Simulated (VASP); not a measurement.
Runs of VASP 6.6.1 on SrO. The structure is that of space group Fm-3m (No. 225), or close to it. The cells are those of the table. 

```tsv
level	cell	k mesh	smearing	grid for exact exchange (PRECFOCK)	screening parameter	gap on the mesh (eV)	pressure (GPa)
r2SCAN	a = 3.681, b = 3.681, c = 3.649 Å, angles 60.3, 60.3, 59.4°, 2 atoms	8 × 8 × 8	gaussian 0.01 eV	-	-	3.72	-1.0
r2SCAN	a = 3.509 Å, angles 60.0°, 2 atoms	8 × 8 × 8	gaussian 0.01 eV	-	-	3.65	(a)
HSE06	a = 3.509 Å, angles 60.0°, 2 atoms	6 × 6 × 6	gaussian 0.01 eV	Normal	0.2079 1/Å	4.68	14.5
r2SCAN	a = 3.771 Å, angles 57.9°, 2 atoms	8 × 8 × 8	gaussian 0.01 eV	-	-	(b)	-3.8
PBE	a = 3.509 Å, angles 60.0°, 2 atoms	8 × 8 × 8	fermi-dirac 0.02 eV	-	-	3.17	16.8
PBE	a = 3.681, b = 3.681, c = 3.649 Å, angles 60.3, 60.3, 59.4°, 2 atoms	8 × 8 × 8	fermi-dirac 0.02 eV	-	-	3.24	0.8
```

Alike in all rows: task single point; potentials or basis VASP PAW PBE potentials, release 64 (Sr_sv, O); no spin polarisation; cutoff (eV) 520.

Estimate the missing entries.

(a) 15.2; (b) 3.71.

Caveats: the PAW data sets were made with another functional, which shifts forces and pressure a little (some runs).

A k mesh can miss the band edges, and the runs leave out spin-orbit coupling on Sr.
